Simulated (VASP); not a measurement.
MgO (Periclase):

```
Mg O
1.0
     0.00000    2.12298    2.12298
     2.12298    0.00000    2.12298
     2.12298    2.12298    0.00000
Mg O
1 1
Cartesian
  0.0000 0.0000 0.0000
  2.1230 2.1230 2.1230
```

This cell differs from its parent crystal: volume scaled by 1.03.

Base run:

| Quantity | Value |
| --- | --- |
| Program | VASP 6.6.1 |
| Functional | r2SCAN |
| Potentials or basis | VASP PAW PBE potentials, release 64 (Mg_sv, O) |
| Cutoff | 660 eV |
| k mesh | 10 × 10 × 10 |
| Occupations | gaussian, width 0.02 eV |
| Spin | no spin polarisation |

Its results: band gap on the k mesh 5.42 eV, direct; pressure -4.7 GPa.

Q: The run is repeated on the same cell with these changes: potentials or basis from VASP PAW PBE potentials, release 64 (Mg_sv, O) to VASP PAW PBE potentials, release 64 (Mg, O); cutoff from 660 eV to 520 eV; further incar settings from ALGO = Normal; EDIFF = 1e-06; NBANDS = 15 to ALGO = Normal; EDIFF = 1e-06; NBANDS = 11; valence electrons from 16 to 8. What comes out?

A: Band gap on the k mesh 5.36 eV, direct; pressure -5.8 GPa.

Caveats: the PAW data sets were made with another functional, which shifts forces and pressure a little.

